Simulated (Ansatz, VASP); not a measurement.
One calculation of BN, two programs

INCAR

```
PREC = Accurate
ENCUT = 520
EDIFF = 1E-6
ISMEAR = 0
SIGMA = 0.05
LREAL = False
LASPH = True
NELM = 100
ALGO = Normal
ISIF = 2
LWAVE = False
LCHARG = False
GGA = PS
NBANDS = 16
```

KPOINTS

```
Automatic mesh
0
Gamma
  12 12 4
```

File POSCAR:

```
BN
1.0
    2.5043488457      0.0000000000      0.0000000000
   -1.2521744229      2.1688297203      0.0000000000
    0.0000000000      0.0000000000      7.0190956742
B N
2 2
Direct
    0.3333333333      0.6666666667      0.2500000000
    0.6666666667      0.3333333333      0.7500000000
    0.3803277742      0.5382754666      0.7500000000
    0.6666666667      0.3333333333      0.2500000000
```

Input for Ansatz:

```yaml
crystal:
  lattice:
    - [2.5043488457, 0.0, 0.0]
    - [-1.2521744229, 2.1688297203, 0.0]
    - [0.0, 0.0, 7.0190956742]
  atoms:
    - { symbol: B, position: [0.3333333333, 0.6666666667, 0.25] }
    - { symbol: B, position: [0.6666666667, 0.3333333333, 0.75] }
    - { symbol: "N", position: [0.3803277742, 0.5382754666, 0.75] }
    - { symbol: "N", position: [0.6666666667, 0.3333333333, 0.25] }
basis:
  ecutwfc: 420
kpoints:
  mp_grid: { grid: [12, 12, 4] }
hamiltonian:
  xc: pbesol
scf:
  occupations: { method: gaussian, width: 0.05 }
output:
  forces: true
  stress: true
  eigenvalues: true
```

Alike in both runs: task single point; functional PBEsol; k mesh 12 × 12 × 4; occupations gaussian, width 0.05 eV; no spin polarisation.

|  | VASP | Ansatz |
| --- | --- | --- |
| version | VASP 6.6.1 | Ansatz 0.2.0 |
| potentials or method | VASP PAW PBE potentials, release 64 (B, N), cutoff 520 eV | scalar-relativistic, plane waves, PAW |
| valence electrons in the cell | 16 | 16 |

```tsv
	VASP	Ansatz	Ansatz less VASP
gap on the k mesh at the Fermi level (eV)	2.52	2.55	+0.027
least direct gap on the mesh (eV)	3.25	3.26	+0.019
rms of the force components (eV/Å)	13.959	13.631	-0.3285
```

VASP's potentials were made for PBE, not for PBEsol. Atom by atom the forces differ by 0.329 eV/Å (rms over components).
